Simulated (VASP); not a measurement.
Crystal: CuO.

```
Cu O
1.0
     2.14691    2.11383   -0.02460
    -0.03765   -0.02312    5.22428
     4.16105   -4.09527   -0.01170
Cu O
4 4
Direct
  0.51986 0.46267 0.45685
  0.45969 0.48964 0.96168
  0.01087 0.04828 0.25855
  0.07309 0.01241 0.74160
  0.45945 0.77026 0.27595
  0.48034 0.73435 0.77206
  0.50068 0.23353 0.22545
  0.49602 0.24887 0.80785
```

| Property | Result |
| --- | --- |
| Program | VASP 6.6.1 |
| Task | relaxation of cell and atoms |
| Functional | PBE |
| Potentials or basis | VASP PAW PBE potentials, release 64 (Cu, O) |
| Cutoff | 600 eV |
| k mesh | 8 × 4 × 4 |
| Occupations | gaussian, width 0.2 eV |
| Spin | no spin polarisation |

At the start: pressure 14.4 GPa; volume 11.48 Å³/atom.

Task: How do energy, volume and symmetry change on relaxing?

Result: Over 28 steps the energy falls by 486.4 meV/atom and the volume is 11.22 Å³/atom (-2.3 %); space group P1 (No. 1, to 0.1 Å) before, P4_2/mmc (No. 131, to 0.1 Å).

The path:
| step | energy change (eV) | largest force (eV/Å) | pressure (GPa) | volume (Å³) |
| --- | --- | --- | --- | --- |
| 1 | 0.0000 | 10.7410 | 14.43 | 91.88 |
| 2 | -1.8370 | 2.4889 | -12.23 | 106.17 |
| 3 | -2.4460 | 2.6487 | -7.60 | 98.55 |
| 4 | -3.3638 | 1.6288 | -2.89 | 92.51 |
| 5 | -3.4500 | 1.4448 | 1.00 | 90.08 |
| 6 | -3.7230 | 0.8615 | 1.45 | 89.06 |
| 7 | -3.7238 | 0.8843 | 1.58 | 89.00 |
| 8 | -3.8196 | 0.4357 | -0.82 | 90.26 |
| 9 | -3.8276 | 0.3989 | -1.59 | 90.73 |
| 10 | -3.8555 | 0.2508 | 0.57 | 89.56 |
| 11 | -3.8579 | 0.2549 | 1.16 | 89.17 |
| 12 | -3.8785 | 0.1537 | 0.28 | 89.64 |
| 13 | -3.8810 | 0.1489 | -0.09 | 89.86 |
| 14 | -3.8861 | 0.0719 | -0.22 | 89.90 |
| 15 | -3.8865 | 0.0923 | -0.21 | 89.91 |
| 16 | -3.8877 | 0.0488 | 0.13 | 89.67 |
| 17 | -3.8877 | 0.0503 | 0.28 | 89.61 |
| 18 | -3.8885 | 0.0559 | 0.06 | 89.80 |
| 19 | -3.8885 | 0.0667 | -0.07 | 89.88 |
| 20 | -3.8892 | 0.0457 | -0.14 | 89.91 |
| 21 | -3.8893 | 0.0505 | -0.19 | 89.94 |
| 22 | -3.8898 | 0.0321 | 0.24 | 89.71 |
| 23 | -3.8898 | 0.0306 | 0.13 | 89.73 |
| 24 | -3.8902 | 0.0293 | 0.08 | 89.81 |
| 25 | -3.8903 | 0.0456 | -0.05 | 89.85 |
| 26 | -3.8905 | 0.0272 | -0.05 | 89.85 |
| 27 | -3.8907 | 0.0314 | -0.08 | 89.87 |
| 28 | -3.8909 | 0.0186 | 0.02 | 89.78 |

Final structure:
```xyz
8
Lattice="2.0838 2.0837 -0.0013 0.0001 0.0003 5.1649 4.1699 -4.1721 -0.0040" Properties=species:S:1:pos:R:3 pbc="T T T"
Cu    3.1290   -1.0432    2.5787
Cu    1.0427    1.0417    2.5834
Cu    3.1155    1.0317    5.1624
Cu    3.1360   -3.1190   -0.0029
O     2.0753   -0.0142    3.8715
O     4.1784   -2.0778    3.8699
O     2.0741   -0.0084    1.2890
O     4.1790   -2.0772    1.2884
```
